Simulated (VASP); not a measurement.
Write the native input for VASP 6.6.1 that does the following.

| Item | Value |
| --- | --- |
| Task | single point |
| Functional | PBEsol |
| Potentials or basis | VASP PAW PBE potentials, release 64 (Al) |
| Cutoff | 520 eV |
| k mesh | 18 × 18 × 10 |
| Occupations | gaussian, width 0.15 eV |
| Spin | no spin polarisation |
| Dipole correction | no |
| Further INCAR settings | ALGO = Fast; EDIFF = 1e-06; NBANDS = 10 |

The structure of Al lies in POSCAR:

```
Al
1.0
    2.9694000000      0.0000000000      0.0000000000
   -1.4847000000      2.5715758340      0.0000000000
    0.0000000000      0.0000000000      4.9351000000
Al
2
Direct
    0.6666666667      0.3333333333      0.7500000000
    0.3333333333      0.6666666667      0.2500000000
```

This isn't the form of Al at room conditions, which is fcc.

One way to write it, as run:

INCAR

```
ALGO = Fast ; EDIFF = 1E-6
ENCUT = 520 ; GGA = PS
ISIF = 2 ; ISMEAR = 0
LASPH = T ; LCHARG = F
LREAL = F ; LWAVE = F
NBANDS = 10 ; NELM = 100
PREC = Accurate ; SIGMA = 0.15
```

KPOINTS

```
k-points
0
Gamma
  18 18 10
```

Potentials or basis: VASP PAW PBE potentials, release 64 (Al).

The run is started by

```bash
$ cat potpaw_PBE.64/Al/POTCAR > POTCAR
$ mpirun -np 1 vasp_std > vasp.out
```

It gave:

The pressure is -8.1 GPa. The band gap on the k mesh is zero (bands 3 and 4 overlap by 6.78 eV).

Caveat: the cell stands under tension; the PAW data sets were made with another functional, which shifts forces and pressure a little.

It took 19 s on 1 thread of Intel(R) Xeon(R) 6975P-C (Granite Rapids) (shared host), peak memory 0.19 GiB.
